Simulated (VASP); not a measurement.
## PtS2: single point with PBE

PtS2:

```
Pt S
1.0
     3.54320    0.00000    0.00000
    -1.77160    3.06850    0.00000
     0.00000    0.00000    5.03880
Pt S
1 2
Direct
  0.00000 0.00000 0.00000
  0.28612 0.63210 0.25000
  0.66667 0.33333 0.75000
```

This cell differs from its parent crystal: atom 2 (S) moved by (-0.150, +0.000) A along [1 1 0] and z.

```
Program             : VASP 6.6.1
Task                : single point
Functional          : PBE
Potentials or basis : VASP PAW PBE potentials, release 64 (Pt, S)
Cutoff              : 520 eV
k mesh              : 12 × 12 × 8
Occupations         : gaussian, width 0.05 eV
Spin                : no spin polarisation
```

```json
{"Pressure": "2.8 GPa", "Largest force": "1.208 eV/Å", "Band gap on the k mesh": "0.43 eV (least direct gap 0.61 eV)"}
```

Forces on the atoms (eV/Å):
```
Pt  -0.700 -0.859 -0.183
S    0.754  0.931 -0.149
S   -0.054 -0.072  0.332
```

Stress tensor (GPa, compression positive):
```
 1.96 -1.32  2.56
-1.32  5.27  3.28
 2.56  3.28  1.06
```

Levels at points of the mesh, in eV from the valence-band top:
```
           k point  band 8  band 9  band 10  band 11  band 12  band 13  band 14  band 15
(0.00, 0.00, 0.00)   -2.25   -1.24    -0.86     0.00     1.56     2.02     4.57     5.29
(0.50, 0.00, 0.00)   -3.21   -3.02    -2.88    -2.47     1.03     2.62     5.57     6.49
(0.00, 0.50, 0.00)   -3.22   -3.11    -3.02    -2.45     1.49     2.25     5.27     6.29
(0.50, 0.50, 0.00)   -3.21   -3.10    -2.99    -2.43     1.36     2.29     5.38     6.33
(0.00, 0.00, 0.50)   -2.84   -1.46    -1.37    -1.18     2.27     2.57     5.56     6.98
(0.50, 0.00, 0.50)   -3.06   -2.68    -2.59    -1.28     1.57     2.13     4.71     5.10
(0.00, 0.50, 0.50)   -3.13   -2.87    -2.49    -1.58     1.23     2.10     5.16     5.41
(0.50, 0.50, 0.50)   -3.13   -2.86    -2.44    -1.47     1.26     2.12     5.03     5.32
```

Wall time 3.6 min on 1 thread of Intel(R) Xeon(R) 6975P-C (Granite Rapids), on a shared host, peak memory 0.61 GiB.

Caveat: the cell differs from its parent crystal (atom 2 (S) moved by (-0.150, +0.000) A along [1 1 0] and z); spin-orbit coupling is left out, which moves the levels of the heavy elements; forces of over 1 eV/Å act on the atoms, so gaps and moduli don't describe the material at rest. A k mesh can miss the band edges.
